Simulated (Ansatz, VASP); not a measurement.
Bi in VASP and in Ansatz

```
Bi
1.0
    -1.65023    2.19976    2.28781
     1.65023   -2.19976    2.28781
     1.65023    2.19976   -2.28781
Bi
1
Direct
  0.50000 0.00000 0.50000
```

Alike in both runs: task single point; functional PBE; k mesh 6 × 6 × 6; occupations gaussian, width 0.1 eV; no spin polarisation.

```csv
,VASP,Ansatz
version,VASP 6.6.1,Ansatz 0.2.0
potentials or method,"VASP PAW PBE potentials, release 64 (Bi_d), cutoff 500 eV","scalar-relativistic, plane waves, PAW"
valence electrons in the cell,15,15
```

Ansatz gave:

```
gap on the k mesh at the Fermi level (eV)                     : none
pressure (GPa)                                                : -0.8
traceless stress, the component that is largest in VASP (GPa) : 2.92
```

Task: What did VASP give for the same quantities?

Result: gap on the k mesh at the Fermi level (eV): none; pressure (GPa): -0.8; traceless stress, the component that is largest in VASP (GPa): 2.90.

A gap of «none» marks a metal or a gap that the smearing closes. The functional is the same, so the differences come from potentials, cutoffs and numerics.

The k mesh is coarse, so the values compare programs but aren't converged. Spin-orbit coupling is off throughout.
